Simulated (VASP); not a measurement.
**InSb3: single point with PBE**

InSb3:

```
CELL_PARAMETERS angstrom
0.00000 3.79455 3.79455
3.79455 0.00000 3.79455
3.79455 3.79455 0.00000
ATOMIC_POSITIONS crystal
Sb 0.50000 0.50000 0.50000
Sb 0.75000 0.75000 0.75000
Sb 0.25000 0.25000 0.25000
In 0.00000 0.00000 0.00000
```

```yaml
Program: VASP 6.6.1
Task: single point
Functional: PBE
Potentials_or_basis: VASP PAW PBE potentials, release 64 (Sb, In_d)
Cutoff: 520 eV
k_mesh: 5 × 5 × 5
Occupations: gaussian, width 0.05 eV
Spin: non-collinear spin, zero start, spin-orbit coupling
Starting_moments: "[[0.0, 0.0, 0.0], [0.0, 0.0, 0.0], [0.0, 0.0, 0.0], [0.0, 0.0, 0.0]] μB"
```

```
Pressure                                              : 0.2 GPa
Net moment                                            : 0.00 μB per cell
Valence electrons inside the program's atomic spheres : Sb 2.33, 2.34 (each value once); In 11.32
```

Moments on the atoms (μB; x, y, z):
```
Sb  0.00 0.00 0.00
Sb  0.00 0.00 0.00
Sb  0.00 0.00 0.00
In  0.00 0.00 0.00
```

Wall time 94 s on 1 thread of Intel(R) Xeon(R) Platinum 8259CL CPU @ 2.50GHz (Skylake/Cascade Lake), with other jobs on the host, peak memory 0.5 GiB.
